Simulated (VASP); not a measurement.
# GaN (zincblende type) (F-43m) in VASP: further runs

GaN (zincblende type) is run at these levels: PBE; tasks: single point, relaxation of cell and atoms.

Program: VASP 6.6.1. These are calculated values, not measurements. Logs are shortened: lines on timing, memory, paths and dates and some standing lists are left out, and cuts for length are marked.

**1. The cell of the first run**

Symmetry: F-43m, No. 216, cubic system. Conventional cell: a = 4.549 Å, b = 4.549 Å, c = 4.549 Å, α = 90.00°, β = 90.00°, γ = 90.00°. Ga (site symmetry -43m) has 4 N at 1.97 Å within 2.6 Å. N (site symmetry -43m) has 4 Ga at 1.97 Å within 2.6 Å.

**2. Single point, PBE**

INCAR reads:

```
ALGO = Normal
EDIFF = 1E-6
ENCUT = 520
GGA = PE
ISIF = 2
ISMEAR = -1
LASPH = T
LCHARG = F
LREAL = F
LWAVE = F
NBANDS = 16
NELM = 80
PREC = Accurate
SIGMA = 0.05
```

KPOINTS reads:

```
k-points
0
Gamma
  15 15 15
```

POSCAR reads:

```
GaN
1.0
    0.0000000000      2.2742808918      2.2742808918
    2.2742808918      0.0000000000      2.2742808918
    2.2742808918      2.2742808918      0.0000000000
Ga N
1 1
Direct
    0.0000000000      0.0000000000      0.0000000000
    0.2500000000      0.2500000000      0.2500000000
```

Potentials or basis: VASP PAW PBE potentials, release 64 (Ga_d, N).

Started as:

```bash
cat potpaw_PBE.64/Ga_d/POTCAR potpaw_PBE.64/N/POTCAR > POTCAR
mpirun -np 1 vasp_std > vasp.out
```

OUTCAR:

```text
EDIFF = 1E-6
   ENCUT = 520
   GGA = PE
   ISIF = 2
   ISMEAR = -1
   LASPH = T
   LREAL = F
   NELM = 80
   PREC = Accurate

 ion  position               nearest neighbor table
   1  0.000  0.000  0.000-   2 1.97   2 1.97   2 1.97   2 1.97
   2  0.250  0.250  0.250-   1 1.97   1 1.97   1 1.97   1 1.97

  LATTYP: Found a face centered cubic cell.
 ALAT       =     4.5485617836

  Lattice vectors:

 A1 = (   0.0000000000,   2.2742808918,   2.2742808918)
 A2 = (   2.2742808918,   0.0000000000,   2.2742808918)
 A3 = (   2.2742808918,   2.2742808918,   0.0000000000)

Analysis of symmetry for initial positions (statically):
=====================================================================
 Subroutine PRICEL returns:
 Original cell was already a primitive cell.

 Routine SETGRP: Setting up the symmetry group for a
 face centered cubic supercell.

 Subroutine GETGRP returns: Found 24 space group operations
 (whereof 24 operations were pure point group operations)
 out of a pool of 48 trial point group operations.

The static configuration has the point symmetry T_d .

Analysis of symmetry for dynamics (positions and initial velocities):
=====================================================================
 Subroutine PRICEL returns:
 Original cell was already a primitive cell.

 Routine SETGRP: Setting up the symmetry group for a
 face centered cubic supercell.

 Subroutine GETGRP returns: Found 24 space group operations
 (whereof 24 operations were pure point group operations)
 out of a pool of 48 trial point group operations.

The dynamic configuration has the point symmetry T_d .

 Subroutine INISYM returns: Found 24 space group operations
 (whereof 24 operations are pure point group operations),
 and found     1 'primitive' translations

----------------------------------------------------------------------------------------

                                     Primitive cell

  volume of cell :      23.5268

  direct lattice vectors                    reciprocal lattice vectors
     0.000000000  2.274280892  2.274280892    -0.219849712  0.219849712  0.219849712
     2.274280892  0.000000000  2.274280892     0.219849712 -0.219849712  0.219849712
     2.274280892  2.274280892  0.000000000     0.219849712  0.219849712 -0.219849712

  length of vectors
     3.216318882  3.216318882  3.216318882     0.380790872  0.380790872  0.380790872

  position of ions in fractional coordinates (direct lattice)
     0.000000000  0.000000000  0.000000000
[... 77 lines left out ...]
   NELM   =     80;   NELMIN=  2; NELMDL= -5     # of ELM steps
   EDIFF  = 0.1E-05   stopping-criterion for ELM
   LREAL  =      F    real-space projection
   EDIFFG = 0.1E-04   stopping-criterion for IOM
   NSW    =      0    number of steps for IOM
   IBRION =     -1    ionic relax: 0-MD 1-quasi-New 2-CG
   NFREE  =      0    steps in history (QN), initial steepest desc. (CG)
   ISIF   =      2    stress and relaxation
   ISYM   =      2    0-nonsym 1-usesym 2-fastsym
   POTIM  = 0.5000    time-step for ionic-motion
   TEBEG  =    0.0;   TEEND  =   0.0 temperature during run
   PSTRESS=    0.0 pullay stress
   NELECT =      18.0000    total number of electrons
   NUPDOWN=      -1.0000    fix difference up-down
   EMIN   =  10.00;   EMAX   =-10.00  energy-range for DOS
   EFERMI =   0.00;   METHOD = LEGACY
   ISMEAR =    -1;   SIGMA  =   0.05  broadening in eV -4-tet -1-fermi 0-gaus
   EFERMI_NEDOS =   21; number of points for ismear=-14 and -15
   IALGO  =     38    algorithm
   IMIX   =      4    mixing-type and parameters
     AMIX     =   0.40;   BMIX     =  1.00
     AMIX_MAG =   1.60;   BMIX_MAG =  1.00
  volume/ion in A,a.u.               =      11.76        79.38
  Fermi-wavevector in a.u.,A,eV,Ry     =   1.497309  2.829505 30.503385  2.241936
  Thomas-Fermi vector in A             =   2.609214
   LORBIT       =      0    0 simple, 1 ext, 2 COOP (PROOUT), +10 PAW based schemes
   GGA     = PE    functional components
   LHFCALC =     F    Hartree Fock is set to
   AEXX    =    0.0000 exact exchange contribution
   IVDW    =     0    specifies the selected vdW correction
   LEPSILON=     F    determine dielectric tensor
   LRPA    =     F    only Hartree local field effects (RPA)
 non-spin polarized calculation
  energy-cutoff  :      520.00
  volume of cell :       23.53
 maximum number of plane-waves:       644
   NGX = 11   NGY = 11   NGZ = 11

 number of electron      17.9999986 magnetization

 Free energy of the ion-electron system (eV)
  ---------------------------------------------------
  ext. energy  EPLUGINS =         0.00000000
  ---------------------------------------------------
  free energy    TOTEN  =       -12.15365868 eV

  energy without entropy =      -12.15365868  energy(sigma->0) =      -12.15365868

 E-fermi :   5.8261     XC(G=0): -11.5205

 val. band max:        4.9861140019   @ k =   0.0000   0.0000   0.0000
 cond. band min:       6.5328874580   @ k =   0.0000   0.0000   0.0000
 fundamental gap:      1.5467734561
 Fermi energy:         5.8261403696

 k-point     1 :       0.0000    0.0000    0.0000
  band No.  band energies     occupation
      1     -10.7160      2.00000
      2      -8.4362      2.00000
      3      -8.4362      2.00000
      4      -8.4362      2.00000
      5      -8.1435      2.00000
      6      -8.1435      2.00000
[... 433 lines left out ...]
      3      -8.3723      2.00000
      4      -8.2894      2.00000
      5      -8.1423      2.00000
      6      -8.1260      2.00000
[... 8 lines left out ...]
     15      24.2545      0.00000
     16      24.3054      0.00000

 [... further k-points ...]

------------------------ aborting loop because EDIFF is reached ----------------------------------------

  FORCE on cell =-STRESS in cart. coord.  units (eV):
  Direction    XX          YY          ZZ          XY          YZ          ZX
  --------------------------------------------------------------------------------------
  -------------------------------------------------------------------------------------
  Total        0.0149938      0.0149938      0.0149938     -0.0000000      0.0000000      0.0000000
  in kB        1.0210817      1.0210817      1.0210817     -0.0000000      0.0000000      0.0000000
  external PRESSURE =       1.0210817 kB  Pullay stress =       0.0000000 kB

 VOLUME and BASIS-vectors are now :
 -----------------------------------------------------------------------------
  energy-cutoff  :      520.00
  volume of cell :       23.53
      direct lattice vectors                 reciprocal lattice vectors
     0.000000000  2.274280892  2.274280892    -0.219849712  0.219849712  0.219849712
     2.274280892  0.000000000  2.274280892     0.219849712 -0.219849712  0.219849712
     2.274280892  2.274280892  0.000000000     0.219849712  0.219849712 -0.219849712

 POSITION                                       TOTAL-FORCE (eV/Angst)
 -----------------------------------------------------------------------------------
      0.00000      0.00000      0.00000        -0.000000     -0.000000     -0.000000
      1.13714      1.13714      1.13714         0.000000      0.000000      0.000000
 -----------------------------------------------------------------------------------
    total drift:                                0.000002      0.000002      0.000001

  FREE ENERGIE OF THE ION-ELECTRON SYSTEM (eV)
  ---------------------------------------------------
  free  energy   TOTEN  =       -12.1536586796 eV

  energy  without entropy=      -12.1536586788  energy(sigma->0) =      -12.15365868
```

OSZICAR:

```text
N       E                     dE             d eps       ncg     rms          rms(c)
DAV:   1     0.836533709364E+02    0.83653E+02   -0.93588E+03  4288   0.197E+03
DAV:   2    -0.817894334290E+01   -0.91832E+02   -0.85634E+02  4408   0.330E+02
DAV:   3    -0.140444532826E+02   -0.58655E+01   -0.58441E+01  4456   0.707E+01
DAV:   4    -0.141102475325E+02   -0.65794E-01   -0.65787E-01  4856   0.812E+00
DAV:   5    -0.141111527414E+02   -0.90521E-03   -0.90520E-03  4536   0.852E-01    0.762E+00
DAV:   6    -0.121559331863E+02    0.19552E+01   -0.49323E+00  5784   0.389E+01    0.269E+00
DAV:   7    -0.121614793763E+02   -0.55462E-02   -0.30719E-01  4200   0.669E+00    0.176E+00
DAV:   8    -0.121578876592E+02    0.35917E-02   -0.63636E-02  4280   0.320E+00    0.841E-01
DAV:   9    -0.121533378885E+02    0.45498E-02   -0.13961E-02  5832   0.258E+00    0.224E-01
DAV:  10    -0.121537478906E+02   -0.41000E-03   -0.14067E-03  4272   0.477E-01    0.116E-01
DAV:  11    -0.121536539300E+02    0.93961E-04   -0.25708E-04  5664   0.254E-01    0.812E-03
DAV:  12    -0.121536588804E+02   -0.49504E-05   -0.29103E-05  4336   0.493E-02    0.784E-03
DAV:  13    -0.121536586796E+02    0.20083E-06   -0.53053E-07  3376   0.127E-02
   1 F= -.12153659E+02 E0= -.12153659E+02  d E =-.798615E-09
```

Run time: 49 s. Hardware: 1 thread of Intel Xeon 8259CL, shared host; peak memory 0.17 GiB.

What came out:

```yaml
Free_energy: -12.1537 eV
Pressure: 0.1 GPa
Band_gap_on_the_k_mesh: 1.55 eV
```

Caveat: an odd mesh through Γ misses points on the zone boundary, where band edges can lie.

**3. Single point, PBE**

INCAR reads:

```
  PREC = Accurate
  ENCUT = 520
  EDIFF = 1E-6
  ISMEAR = -1
  SIGMA = 0.05
  LREAL = False
  LASPH = True
  NELM = 80
  ALGO = Normal
  ISIF = 2
  LWAVE = False
  LCHARG = False
  GGA = PE
  NBANDS = 16
```

KPOINTS reads:

```
regular mesh
0
Gamma
  15 15 15
```

POSCAR reads:

```
GaN
1.0
    0.0000000000      2.2739226389      2.2739226389
    2.2739226389      0.0000000000      2.2739226389
    2.2739226389      2.2739226389      0.0000000000
Ga N
1 1
Direct
    0.0000000000      0.0000000000      0.0000000000
    0.2500000000      0.2500000000      0.2500000000
```

Potentials or basis: VASP PAW PBE potentials, release 64 (Ga_d, N).

Started as:

```bash
cat potpaw_PBE.64/Ga_d/POTCAR potpaw_PBE.64/N/POTCAR > POTCAR
mpirun -np 1 vasp_std > vasp.out
```

Wall time 52 s (1 thread of Intel Xeon 8259CL, shared host); peak memory 0.17 GiB.

Results (log left out):

* Free energy: -12.1536 eV
* Pressure: 0.2 GPa
* Band gap on the k mesh: 1.55 eV

Levels at points of the mesh, in eV from the valence-band top:
```tsv
k point	band 5	band 6	band 7	band 8	band 9	band 10	band 11	band 12	band 13	band 14
(0.00, 0.00, 0.00)	-13.13	-13.13	0.00	0.00	0.00	1.55	10.13	10.13	10.13	17.24
```

Caveat: an odd mesh through Γ misses points on the zone boundary, where band edges can lie.

[end of part 1 of 2]
